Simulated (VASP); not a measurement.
# TaWC2 (R-3m) in VASP: a series of runs

TaWC2 is run at these levels: PBE; tasks: single point.

Program: VASP 6.6.1. These are calculated values, not measurements. Logs are shortened: lines on timing, memory, paths and dates and some standing lists are left out, and cuts for length are marked.

### 1 The cell of the first run

It takes space group R-3m (No. 166, trigonal). Conventional cell: a = 3.101 Å, b = 3.101 Å, c = 15.098 Å, α = 90.00°, β = 90.00°, γ = 120.00°. Within 2.9 Å of W (site symmetry -3m) lie 6 C at 2.18 Å. Within 2.9 Å of Ta (site symmetry -3m) lie 6 C at 2.20 Å. C (site symmetry 3m) has 3 W at 2.18 Å and 3 Ta at 2.20 Å within 2.9 Å.

### 2 Single point, PBE

The input, INCAR:

```
SYSTEM = TaWC2
PREC = Accurate ; ENCUT = 520
EDIFF = 1E-7 ; ISMEAR = -1
SIGMA = 0.05 ; LREAL = .FALSE.
LASPH = .TRUE. ; NELM = 60
ALGO = Normal ; ISIF = 2
LWAVE = .FALSE. ; LCHARG = .FALSE.
GGA = PE ; NBANDS = 24
```

The input, KPOINTS:

```
Automatic mesh
0
G
  10 10 10
  0 0 0
```

The input, POSCAR:

```
TaWC2
1.0
    1.5506112562      0.8952458261      5.0326704134
   -1.5506112562      0.8952458261      5.0326704134
    0.0000000000     -1.7904916524      5.0326704134
W Ta C
1 1 2
Direct
    0.0000000000      0.0000000000      0.0000000000
    0.5000000000      0.5000000000      0.5000000000
    0.2509330000      0.2509330000      0.2509330000
    0.7490670000      0.7490670000      0.7490670000
```

Potentials or basis: VASP PAW PBE potentials, release 64 (W_sv, Ta_pv, C).

Run with:

```console
> cat potpaw_PBE.64/W_sv/POTCAR potpaw_PBE.64/Ta_pv/POTCAR potpaw_PBE.64/C/POTCAR > POTCAR
> mpirun -np 1 vasp_std > vasp.out
```

OUTCAR:

```text
SYSTEM = TaWC2
   PREC = Accurate
   ENCUT = 520
   EDIFF = 1E-7
   ISMEAR = -1
   LREAL = .FALSE.
   LASPH = .TRUE.
   NELM = 60
   ISIF = 2
   GGA = PE

 ion  position               nearest neighbor table
   1  0.000  0.000  0.000-   4 2.18   4 2.18   3 2.18   3 2.18   4 2.18   3 2.18   2 3.09   2 3.09
                             2 3.09   2 3.09   2 3.09   2 3.09
   2  0.500  0.500  0.500-   3 2.20   3 2.20   4 2.20   4 2.20   3 2.20   4 2.20   1 3.09   1 3.09
                             1 3.09   1 3.09   1 3.09   1 3.09
   3  0.251  0.251  0.251-   1 2.18   1 2.18   1 2.18   2 2.20   2 2.20   2 2.20
   4  0.749  0.749  0.749-   1 2.18   1 2.18   1 2.18   2 2.20   2 2.20   2 2.20

  LATTYP: Found a trigonal (rhomboedric) cell.
 ALAT       =     5.3416881084
 COS(alpha) =     0.8314693846

  Lattice vectors:

 A1 = (   1.5506112562,   0.8952458261,   5.0326704134)
 A2 = (  -1.5506112562,   0.8952458261,   5.0326704134)
 A3 = (   0.0000000000,  -1.7904916524,   5.0326704134)

Analysis of symmetry for initial positions (statically):
=====================================================================
 Subroutine PRICEL returns:
 Original cell was already a primitive cell.

 Routine SETGRP: Setting up the symmetry group for a
 trigonal (rhombohedral) supercell.

 Subroutine GETGRP returns: Found 12 space group operations
 (whereof 12 operations were pure point group operations)
 out of a pool of 12 trial point group operations.

The static configuration has the point symmetry D_3d.

Analysis of symmetry for dynamics (positions and initial velocities):
=====================================================================
 Subroutine PRICEL returns:
 Original cell was already a primitive cell.

 Routine SETGRP: Setting up the symmetry group for a
 trigonal (rhombohedral) supercell.

 Subroutine GETGRP returns: Found 12 space group operations
 (whereof 12 operations were pure point group operations)
 out of a pool of 12 trial point group operations.

The dynamic configuration has the point symmetry D_3d.

 Subroutine INISYM returns: Found 12 space group operations
 (whereof 12 operations are pure point group operations),
 and found     1 'primitive' translations

----------------------------------------------------------------------------------------

                                     Primitive cell

  volume of cell :      41.9175

  direct lattice vectors                    reciprocal lattice vectors
     1.550611256  0.895245826  5.032670413     0.322453483  0.186168605  0.066233889
    -1.550611256  0.895245826  5.032670413    -0.322453483  0.186168605  0.066233889
     0.000000000 -1.790491652  5.032670413     0.000000000 -0.372337210  0.066233889

  length of vectors
     5.341688108  5.341688108  5.341688108     0.378182398  0.378182398  0.378182398

  position of ions in fractional coordinates (direct lattice)
     0.000000000  0.000000000  0.000000000
     0.500000000  0.500000000  0.500000000
     0.250933000  0.250933000  0.250933000
     0.749067000  0.749067000  0.749067000

  ion indices of the primitive-cell ions
   primitive index   ion index
                 1           1
                 2           2
                 3           3
                 4           4

----------------------------------------------------------------------------------------

 KPOINTS: Automatic mesh

Automatic generation of k-mesh.
 Grid dimensions read from file:
 generate k-points for:   10   10   10

 Generating k-lattice:

  Cartesian coordinates                     Fractional coordinates (reciprocal lattice)
     0.032245348  0.018616861  0.006623389     0.100000000  0.000000000  0.000000000
    -0.032245348  0.018616861  0.006623389     0.000000000  0.100000000  0.000000000
     0.000000000 -0.037233721  0.006623389     0.000000000  0.000000000  0.100000000

  Length of vectors
     0.037818240  0.037818240  0.037818240

  Shift w.r.t. Gamma in fractional coordinates (k-lattice)
     0.000000000  0.000000000  0.000000000

 Subroutine IBZKPT returns following result:
 ===========================================

 Found    116 irreducible k-points:

 Following reciprocal coordinates:
            Coordinates               Weight
  0.000000  0.000000  0.000000      1.000000
  0.100000  0.000000  0.000000      6.000000
  0.200000  0.000000  0.000000      6.000000
  0.300000  0.000000  0.000000      6.000000
  0.400000  0.000000  0.000000      6.000000
  0.500000  0.000000  0.000000      3.000000
[... 16 lines left out ...]
  0.300000  0.300000  0.000000      6.000000
  0.400000  0.300000  0.000000     12.000000
 [... further k-points ...]
   k-points           NKPTS =    116   k-points in BZ     NKDIM =    116   number of bands    NBANDS=     24
   number of dos      NEDOS =    301   number of ions     NIONS =      4
   total plane-waves  NPLWV =  64000
   dimension x,y,z NGX =    40 NGY =   40 NGZ =   40
   dimension x,y,z NGXF=    80 NGYF=   80 NGZF=   80
   ions per type =               1   1   2
   NGX,Y,Z   is equivalent  to a cutoff of  12.45, 12.45, 12.45 a.u.
   NGXF,Y,Z  is equivalent  to a cutoff of  24.90, 24.90, 24.90 a.u.
 SYSTEM =  TaWC2
   PREC   = accura    normal or accurate (medium, high low for compatibility)
   ISTART =      0    job   : 0-new  1-cont  2-samecut
   ICHARG =      2    charge: 1-file 2-atom 10-const
   ISPIN  =      1    spin polarized calculation?
   LNONCOLLINEAR =      F non collinear calculations
   LSORBIT =      F    spin-orbit coupling
   LASPH  =      T    aspherical Exc in radial PAW
   ENCUT  =  520.0 eV  38.22 Ry    6.18 a.u.   9.93  9.93  9.93*2*pi/ulx,y,z
   NELM   =     60;   NELMIN=  2; NELMDL= -5     # of ELM steps
   EDIFF  = 0.1E-06   stopping-criterion for ELM
   LREAL  =      F    real-space projection
   EDIFFG = 0.1E-05   stopping-criterion for IOM
   NSW    =      0    number of steps for IOM
   IBRION =     -1    ionic relax: 0-MD 1-quasi-New 2-CG
   NFREE  =      0    steps in history (QN), initial steepest desc. (CG)
   ISIF   =      2    stress and relaxation
   ISYM   =      2    0-nonsym 1-usesym 2-fastsym
   POTIM  = 0.5000    time-step for ionic-motion
   TEBEG  =    0.0;   TEEND  =   0.0 temperature during run
   PSTRESS=    0.0 pullay stress
   NELECT =      33.0000    total number of electrons
   NUPDOWN=      -1.0000    fix difference up-down
   EMIN   =  10.00;   EMAX   =-10.00  energy-range for DOS
   EFERMI =   0.00;   METHOD = LEGACY
   ISMEAR =    -1;   SIGMA  =   0.05  broadening in eV -4-tet -1-fermi 0-gaus
   EFERMI_NEDOS =   21; number of points for ismear=-14 and -15
   IALGO  =     38    algorithm
   IMIX   =      4    mixing-type and parameters
     AMIX     =   0.40;   BMIX     =  1.00
     AMIX_MAG =   1.60;   BMIX_MAG =  1.00
  volume/ion in A,a.u.               =      10.48        70.72
  Fermi-wavevector in a.u.,A,eV,Ry     =   1.511638  2.856582 31.089988  2.285050
  Thomas-Fermi vector in A             =   2.621669
   LORBIT       =      0    0 simple, 1 ext, 2 COOP (PROOUT), +10 PAW based schemes
   GGA     = PE    functional components
   LHFCALC =     F    Hartree Fock is set to
   AEXX    =    0.0000 exact exchange contribution
   IVDW    =     0    specifies the selected vdW correction
   LEPSILON=     F    determine dielectric tensor
   LRPA    =     F    only Hartree local field effects (RPA)
 non-spin polarized calculation
  energy-cutoff  :      520.00
  volume of cell :       41.92
 maximum number of plane-waves:      1150
   NGX = 19   NGY = 19   NGZ = 19

 number of electron      32.9999998 magnetization

 Free energy of the ion-electron system (eV)
  ---------------------------------------------------
  ext. energy  EPLUGINS =         0.00000000
  ---------------------------------------------------
  free energy    TOTEN  =       -43.75237722 eV

  energy without entropy =      -43.73812183  energy(sigma->0) =      -43.74524952

 E-fermi :  10.7847     XC(G=0): -13.6182

 val. band max:       10.7769597792   @ k =  -0.1000   0.2000   0.1000
 cond. band min:      10.7895508120   @ k =  -0.3000   0.1000   0.0000
 fundamental gap:      0.0125910329
 Fermi energy:        10.7847224265

 k-point     1 :       0.0000    0.0000    0.0000
  band No.  band energies     occupation
      1     -64.5196      2.00000
      2     -28.8299      2.00000
      3     -28.5982      2.00000
      4     -28.5982      2.00000
      5     -24.8529      2.00000
      6     -24.4412      2.00000
[... 16 lines left out ...]
     23      13.9622      0.00000
     24      15.9355      0.00000

 k-point     2 :       0.1000    0.0000    0.0000
  band No.  band energies     occupation
      1     -64.5172      2.00000
      2     -28.8201      2.00000
      3     -28.6424      2.00000
      4     -28.6084      2.00000
      5     -24.8458      2.00000
      6     -24.5055      2.00000
[... 16 lines left out ...]
     23      13.6826      0.00000
     24      16.8897      0.00000

 k-point     3 :       0.2000    0.0000    0.0000
  band No.  band energies     occupation
      1     -64.5110      2.00000
      2     -28.7945      2.00000
      3     -28.7567      2.00000
      4     -28.6349      2.00000
      5     -24.8273      2.00000
      6     -24.6705      2.00000
[... 16 lines left out ...]
     23      15.0716      0.00000
     24      17.4572      0.00000

 k-point     4 :       0.3000    0.0000    0.0000
  band No.  band energies     occupation
      1     -64.5033      2.00000
      2     -28.8955      2.00000
      3     -28.7622      2.00000
      4     -28.6675      2.00000
      5     -24.8687      2.00000
      6     -24.8032      2.00000
[... 16 lines left out ...]
     23      15.9266      0.00000
     24      17.1194      0.00000

 k-point     5 :       0.4000    0.0000    0.0000
  band No.  band energies     occupation
      1     -64.4971      2.00000
      2     -29.0053      2.00000
      3     -28.7362      2.00000
      4     -28.6937      2.00000
      5     -25.0232      2.00000
      6     -24.7844      2.00000
[... 451 lines left out ...]
 k-point    22 :      -0.2000    0.2000    0.0000
  band No.  band energies     occupation
      1     -64.4998      2.00000
      2     -28.9179      2.00000
      3     -28.7504      2.00000
      4     -28.7259      2.00000
      5     -24.8994      2.00000
      6     -24.7882      2.00000
[... 16 lines left out ...]
     23      15.9564      0.00000
     24      16.8047      0.00000

 k-point    23 :       0.3000    0.3000    0.0000
  band No.  band energies     occupation
      1     -64.5034      2.00000
      2     -28.8984      2.00000
      3     -28.7647      2.00000
      4     -28.6683      2.00000
      5     -24.8650      2.00000
      6     -24.7960      2.00000
[... 16 lines left out ...]
     23      17.0845      0.00000
     24      17.4172      0.00000

 k-point    24 :       0.4000    0.3000    0.0000
  band No.  band energies     occupation
      1     -64.4991      2.00000
      2     -28.9571      2.00000
      3     -28.7492      2.00000
      4     -28.7060      2.00000
      5     -24.9410      2.00000
      6     -24.7810      2.00000
[... 16 lines left out ...]
     23      17.0604      0.00000
     24      17.8566      0.00000

 [... further k-points ...]
[... 5 lines left out ...]
  --------------------------------------------------------------------------------------
  -------------------------------------------------------------------------------------
  Total        3.4472260      3.4472260      3.4767814      0.0000000     -0.0000000      0.0000000
  in kB      131.7605379    131.7605379    132.8902118      0.0000000     -0.0000000      0.0000000
  external PRESSURE =     132.1370959 kB  Pullay stress =       0.0000000 kB

 VOLUME and BASIS-vectors are now :
 -----------------------------------------------------------------------------
  energy-cutoff  :      520.00
  volume of cell :       41.92
      direct lattice vectors                 reciprocal lattice vectors
     1.550611256  0.895245826  5.032670413     0.322453483  0.186168605  0.066233889
    -1.550611256  0.895245826  5.032670413    -0.322453483  0.186168605  0.066233889
     0.000000000 -1.790491652  5.032670413     0.000000000 -0.372337210  0.066233889

 POSITION                                       TOTAL-FORCE (eV/Angst)
 -----------------------------------------------------------------------------------
      0.00000      0.00000      0.00000         0.000000      0.000000      0.000000
      0.00000     -0.00000      7.54901        -0.000000      0.000000      0.000000
      0.00000     -0.00000      3.78859         0.000000     -0.000000      0.075976
      0.00000     -0.00000     11.30942         0.000000      0.000000     -0.075976
 -----------------------------------------------------------------------------------
    total drift:                                0.000000      0.000000      0.000000

  FREE ENERGIE OF THE ION-ELECTRON SYSTEM (eV)
  ---------------------------------------------------
  free  energy   TOTEN  =       -43.7523772164 eV

  energy  without entropy=      -43.7381218309  energy(sigma->0) =      -43.74524952
```

Wall time 13 min (1 thread of Intel Xeon 8259CL, shared host); peak memory 0.29 GiB.

What came out:

* Free energy: -43.7524 eV
* Pressure: 13.2 GPa
* Largest force: 0.076 eV/Å
* Band gap on the k mesh: zero (an odd number of electrons rules out a gap without spin polarisation)

Forces on the atoms (eV/Å):
```
W    0.000  0.000  0.000
Ta   0.000  0.000  0.000
C    0.000  0.000  0.076
C    0.000  0.000 -0.076
```

Caveat: the cell stands under pressure; spin-orbit coupling is left out, which moves the levels of the heavy elements; an odd number of electrons without spin polarisation forces a metal; a magnetic or distorted state may lie lower.

### 3 Single point, PBE

This run uses another cell than the first one, of 10.70 Å³/atom.

The input, INCAR:

```
SYSTEM = TaWC2
ALGO = Normal
EDIFF = 1E-6
ENCUT = 520
GGA = PE
ISIF = 2
ISMEAR = -1
LASPH = .True.
LCHARG = .False.
LREAL = .False.
LWAVE = .False.
NBANDS = 24
NELM = 100
PREC = Accurate
SIGMA = 0.05
```

The input, KPOINTS:

```
k-points
0
Gamma
  10 10 10
  0 0 0
```

The input, POSCAR:

```
TaWC2
1.0
    1.5613054648      0.9014201304      5.0673795820
   -1.5613054648      0.9014201304      5.0673795820
    0.0000000000     -1.8028402609      5.0673795820
W Ta C
1 1 2
Direct
    0.0000000000      0.0000000000      0.0000000000
    0.5000000000      0.5000000000      0.5000000000
    0.2509330000      0.2509330000      0.2509330000
    0.7490670000      0.7490670000      0.7490670000
```

Potentials or basis: VASP PAW PBE potentials, release 64 (W_sv, Ta_pv, C).

Run with:

```console
> cat potpaw_PBE.64/W_sv/POTCAR potpaw_PBE.64/Ta_pv/POTCAR potpaw_PBE.64/C/POTCAR > POTCAR
> mpirun -np 1 vasp_std > vasp.out
```

Wall time 10 min (1 thread of Intel Xeon 8259CL, shared host); peak memory 0.3 GiB.

Results (log left out):

```
Free energy            : -43.8029 eV
Pressure               : 5.3 GPa
Largest force          : 0.070 eV/Å
Band gap on the k mesh : zero (an odd number of electrons rules out a gap without spin polarisation)
```

Forces on the atoms (eV/Å):
```
W    0.000  0.000  0.000
Ta   0.000  0.000  0.000
C    0.000  0.000  0.070
C    0.000  0.000 -0.070
```

Stress tensor (GPa, compression positive):
```
5.26 0.00 0.00
0.00 5.26 0.00
0.00 0.00 5.38
```

Levels at points of the mesh, in eV from the Fermi level:
```
           k point  band 13  band 14  band 15  band 16  band 17  band 18  band 19  band 20  band 21  band 22
(0.00, 0.00, 0.00)    -2.22    -2.22    -2.09    -0.84    -0.84    -0.78    -0.22    -0.22     2.00     2.00
(0.50, 0.00, 0.00)    -5.56    -4.91    -4.53    -1.30    -0.75     1.51     2.22     3.20     3.72     5.17
(0.50, 0.50, 0.00)    -5.26    -5.15    -2.21    -2.15     1.26     1.70     1.86     2.63     3.55     3.71
(0.50, 0.50, 0.50)    -5.09    -4.44    -4.44    -0.97    -0.97     0.20     0.20     0.25     0.71     4.97
```

Caveat: the cell stands under pressure; spin-orbit coupling is left out, which moves the levels of the heavy elements; an odd number of electrons without spin polarisation forces a metal; a magnetic or distorted state may lie lower.

### 4 Single point, PBE

This run uses another cell than the first one, of 10.92 Å³/atom.

The input, INCAR:

```
PREC     = Accurate       # precision mode
ENCUT    = 520            # plane-wave cutoff, eV
EDIFF    = 1E-6           # SCF threshold, eV
ISMEAR   = -1             # smearing method
SIGMA    = 0.05           # smearing width, eV
LREAL    = F              # projectors in reciprocal space
LASPH    = T              # aspherical terms in the spheres
NELM     = 80             # most SCF steps
ALGO     = Normal         # electronic algorithm
ISIF     = 2              # what is computed and relaxed
LWAVE    = F              # write WAVECAR
LCHARG   = T              # write CHGCAR
GGA      = PE             # functional
LELF     = T              # ELF
LVHAR    = T            
NBANDS   = 24             # bands
```

The input, KPOINTS:

```
regular mesh
0
Gamma
  10 10 10
```

The input, POSCAR:

```
TaWC2
1.0
    1.5718551461      0.9075109917      5.1016196719
   -1.5718551461      0.9075109917      5.1016196719
    0.0000000000     -1.8150219835      5.1016196719
W Ta C
1 1 2
Direct
    0.0000000000      0.0000000000      0.0000000000
    0.5000000000      0.5000000000      0.5000000000
    0.2509330000      0.2509330000      0.2509330000
    0.7490670000      0.7490670000      0.7490670000
```

Run with:

```console
> cat potpaw_PBE.64/W_sv/POTCAR potpaw_PBE.64/Ta_pv/POTCAR potpaw_PBE.64/C/POTCAR > POTCAR
> mpirun -np 1 vasp_std > vasp.out
```

It took 9.9 min on 1 thread of Intel Xeon 8259CL, shared host; peak memory 0.3 GiB.

It converged, with:

| Quantity | Value |
| --- | --- |
| Free energy | -43.8125 eV |
| Pressure | -1.8 GPa |
| Largest force | 0.065 eV/Å |
| Band gap on the k mesh | zero (an odd number of electrons rules out a gap without spin polarisation) |

Forces on the atoms (eV/Å):
```
W    0.000  0.000  0.000
Ta   0.000  0.000  0.000
C    0.000  0.000  0.065
C    0.000  0.000 -0.065
```

Stress tensor (GPa, compression positive):
```
-1.86  0.00  0.00
 0.00 -1.86  0.00
 0.00  0.00 -1.73
```

Levels at points of the mesh, in eV from the Fermi level:
```tsv
k point	band 15	band 16	band 17	band 18	band 19	band 20
(0.00, 0.00, 0.00)	-2.03	-0.81	-0.81	-0.75	-0.22	-0.22
(0.50, 0.00, 0.00)	-4.44	-1.28	-0.73	1.45	2.14	3.11
(0.50, 0.50, 0.00)	-2.19	-2.13	1.22	1.64	1.79	2.54
(0.50, 0.50, 0.50)	-4.35	-0.95	-0.95	0.20	0.20	0.23
```

Caveat: spin-orbit coupling is left out, which moves the levels of the heavy elements; an odd number of electrons without spin polarisation forces a metal; a magnetic or distorted state may lie lower.

### 5 The runs side by side

| cell | gap on the mesh (eV) | pressure (GPa) | largest force (eV/Å) |
| --- | --- | --- | --- |
| a = 5.342 Å, angles 33.8°, 4 atoms | none | 13.2 | 0.08 |
| a = 5.379 Å, angles 33.8°, 4 atoms | none | 5.3 | 0.07 |
| a = 5.415 Å, angles 33.8°, 4 atoms | none | -1.8 | 0.06 |

Alike in all rows: task single point; level PBE; potentials or basis VASP PAW PBE potentials, release 64 (W_sv, Ta_pv, C); no spin polarisation; k mesh 10 × 10 × 10; cutoff (eV) 520; smearing fermi-dirac 0.05 eV.

Caveats: spin-orbit coupling is left out, which moves the levels of the heavy elements; an odd number of electrons without spin polarisation forces a metal; a magnetic or distorted state may lie lower; the cell stands under pressure (at least some runs).

Total energies depend on the potentials used, so only differences within one code and one set of settings carry meaning.
